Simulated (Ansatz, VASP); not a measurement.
# Zr3Si: VASP beside Ansatz

```xyz
8
Lattice="6.1174 0.0000 0.0000 -3.0587 5.2978 0.0000 0.0000 0.0000 4.9711" Properties=species:S:1:pos:R:3 pbc="T T T"
Zr    1.5850    0.9151    3.7283
Zr    4.5324    0.9151    3.7283
Zr    3.0587    3.4676    3.7283
Zr    1.4737    4.3827    1.2428
Zr   -1.4737    4.3827    1.2428
Zr    0.0000    1.8302    1.2428
Si    3.0587    1.7659    1.2428
Si    0.0000    3.5319    3.7283
```

Alike in both runs: task single point; functional r2SCAN; k mesh 6 × 6 × 8; occupations gaussian, width 0.1 eV; no spin polarisation.

|  | VASP | Ansatz |
| --- | --- | --- |
| version | VASP 6.6.1 | Ansatz 0.2.0 |
| potentials or method | VASP PAW PBE potentials, release 64 (Zr_sv, Si), cutoff 520 eV | scalar-relativistic, plane waves, PAW |
| valence electrons in the cell | 80 | 80 |

|  | VASP | Ansatz | Ansatz less VASP |
| --- | --- | --- | --- |
| gap on the k mesh at the Fermi level (eV) | none | none | - |
| pressure (GPa) | -1.2 | -1.2 | -0.02 |
| traceless stress, the component that is largest in VASP (GPa) | -0.24 | -0.21 | +0.035 |
| rms of the force components (eV/Å) | 0.023 | 0.018 | -0.0052 |

VASP's potentials were made for PBE, not for r2SCAN. Atom by atom the forces differ by 0.005 eV/Å (rms over components). A gap of «none» marks a metal or a gap that the smearing closes.
